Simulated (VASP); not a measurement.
Here is a VASP 6.6.1 calculation.

INCAR

```
SYSTEM = ZnSe
ALGO = Normal ; EDIFF = 1E-6
ENCUT = 520 ; GGA = PE
ISIF = 2 ; ISMEAR = 0
LASPH = .TRUE. ; LCHARG = .FALSE.
LREAL = .FALSE. ; LWAVE = .FALSE.
NBANDS = 16 ; NELM = 100
PREC = Accurate ; SIGMA = 0.01
```

File KPOINTS:

```
k-points
0
G
  4 4 4
  0 0 0
```

Contents of POSCAR:

```
ZnSe
1.0
    0.0000000000      2.8324206848      2.8324206848
    2.7757722711      0.0000000000      2.8324206848
    2.7757722711      2.8324206848      0.0000000000
Zn Se
1 1
Direct
    0.0000000000      0.0000000000      0.0000000000
    0.2500000000      0.2500000000      0.2500000000
```

Potentials or basis: VASP PAW PBE potentials, release 64 (Zn, Se).

Launch:

```console
$ cat potpaw_PBE.64/Zn/POTCAR potpaw_PBE.64/Se/POTCAR > POTCAR
$ mpirun -np 1 vasp_std > vasp.out
```

Predict the band gap on the k mesh.

1.32 eV, direct.

What does it give for the pressure?

4.2 GPa.

Stress tensor (GPa, compression positive):
```
4.65 0.00 0.00
0.00 4.01 0.00
0.00 0.00 4.01
```

Caveat: the k points lie up to 0.48 Å⁻¹ apart; the cell differs from its parent crystal (uniaxial x strain -2.0%).
